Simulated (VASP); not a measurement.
Runs of VASP 6.6.1 on Si2Mo. The structure is that of space group I4/mmm (No. 139), or close to it. The cells are those of the table. 

```tsv
task	level	cell	cutoff (eV)	k mesh for the DOS	occupations for the DOS	gap on the mesh (eV)	pressure (GPa)	largest force (eV/Å)
relaxation of shape and atoms at fixed volume	PBE	relaxed from a = 4.414 Å, angles 138.7, 138.7, 59.8°, 3 atoms	600	-	-	none	23.9	0.01
single point	PBE	a = 4.419 Å, angles 138.8, 138.8, 59.7°, 3 atoms	520	-	-	none	23.9	0.01
relaxation of shape and atoms at fixed volume	PBE	relaxed from a = 4.458 Å, angles 138.6, 138.6, 59.9°, 3 atoms	600	-	-	none	14.6	0.01
single point	PBE	a = 4.462 Å, angles 138.7, 138.7, 59.8°, 3 atoms	520	-	-	none	14.7	0.01
relaxation of shape and atoms at fixed volume	PBE	relaxed from a = 4.501 Å, angles 138.6, 138.6, 60.0°, 3 atoms	600	-	-	none	6.8	-
single point	r2SCAN	a = 4.546 Å, angles 138.6, 138.6, 60.0°, 3 atoms	520	-	-	none	-3.2	(a)
relaxation of cell and atoms	PBE	relaxed from a = 4.535 Å, angles 138.7, 138.7, 59.9°, 3 atoms	600	-	-	none	0.0	-
```

Alike in all rows: potentials or basis VASP PAW PBE potentials, release 64 (Si, Mo_sv); no spin polarisation; k mesh 18 × 18 × 18; smearing gaussian 0.1 eV.

Q: Fill in the values left out.

A: (a) 0.07.

Caveats: the PAW data sets were made with another functional, which shifts forces and pressure a little (some runs).

A k mesh can miss the band edges, and the runs leave out spin-orbit coupling on Mo.

A gap of «none» marks levels without a gap at the run's occupations.
